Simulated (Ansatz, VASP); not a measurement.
SbAu: VASP beside Ansatz

File INCAR:

```
PREC = Accurate
ENCUT = 520
EDIFF = 1E-8
ISMEAR = -1
SIGMA = 0.08
LREAL = False
LASPH = True
NELM = 60
ALGO = Normal
ISIF = 2
LWAVE = False
LCHARG = False
GGA = PE
LEFG = True
NBANDS = 15
```

The input KPOINTS:

```
regular mesh
0
Gamma
  10 10 10
```

POSCAR

```
SbAu
1.0
    0.0000000000      3.0479116134      3.0479116134
    3.0479116134      0.0000000000      3.0479116134
    3.0479116134      3.0479116134      0.0000000000
Au Sb
1 1
Direct
    0.0000000000      0.0000000000      0.0000000000
    0.2500000000      0.2500000000      0.2500000000
```

Input for Ansatz:

```yaml
crystal:
  lattice:
    - [0.0, 3.0479116134, 3.0479116134]
    - [3.0479116134, 0.0, 3.0479116134]
    - [3.0479116134, 3.0479116134, 0.0]
  atoms:
    - { symbol: Au, position: [0.0, 0.0, 0.0] }
    - { symbol: Sb, position: [0.25, 0.25, 0.25] }
kpoints:
  mp_grid: { grid: [10, 10, 10] }
scf:
  occupations: { method: fermi_dirac, width: 0.08 }
hamiltonian:
  xc: pbe
  pseudopotentials: { kind: paw }
output:
  forces: true
  stress: true
  eigenvalues: true
  efg: { contact_densities: true }
```

Change from the starting cell: volume scaled by 0.9405, PAW files.

Alike in both runs: task electric field gradients; functional PBE; k mesh 10 × 10 × 10; occupations fermi-dirac, width 0.08 eV; no spin polarisation.

|  | VASP | Ansatz |
| --- | --- | --- |
| version | VASP 6.6.1 | Ansatz 0.2.0 |
| potentials or method | VASP PAW PBE potentials, release 64 (Au, Sb) | PAW with Ansatz's default frozen-core files, scalar-relativistic |
| plane-wave cutoff (eV) | 520 | 420 |
| valence electrons in the cell | 16 | 34 |

|  | VASP | Ansatz | Ansatz less VASP |
| --- | --- | --- | --- |
| pressure (GPa) | 3.8 | 4.1 | +0.30 |

The functional is the same, so the differences come from potentials, cutoffs and numerics. VASP's potentials hold 16 valence electrons a cell and Ansatz's 34, so a difference there can come from the potentials and not from the codes.

Spin-orbit coupling is off throughout.
